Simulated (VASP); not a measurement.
Input of a VASP 6.6.1 run:

The input INCAR:

```
PREC = Accurate
ENCUT = 520
EDIFF = 1E-7
ISMEAR = -1
SIGMA = 0.05
LREAL = False
LASPH = True
NELM = 60
ALGO = Normal
ISIF = 2
LWAVE = False
LCHARG = True
GGA = PE
LELF = True
LVHAR = True
NBANDS = 17
```

Contents of KPOINTS:

```
Automatic mesh
0
Gamma
  12 12 12
```

Contents of POSCAR:

```
TePb
1.0
    0.0000000000      3.0211304617      3.0211304617
    3.0211304617      0.0000000000      3.0211304617
    3.0211304617      3.0211304617      0.0000000000
Pb Te
1 1
Direct
    0.0000000000      0.0000000000      0.0000000000
    0.5000000000      0.5000000000      0.5000000000
```

Potentials or basis: VASP PAW PBE potentials, release 64 (Pb_d, Te).

Launch:

```console
$ cat potpaw_PBE.64/Pb_d/POTCAR potpaw_PBE.64/Te/POTCAR > POTCAR
$ mpirun -np 1 vasp_std > vasp.out
```

What does it give for the band gap on the k mesh?

0.17 eV, direct.

What does it give for the pressure?

16.9 GPa.

Caveat: spin-orbit coupling is left out, which moves the levels of the heavy elements. A k mesh can miss the band edges.
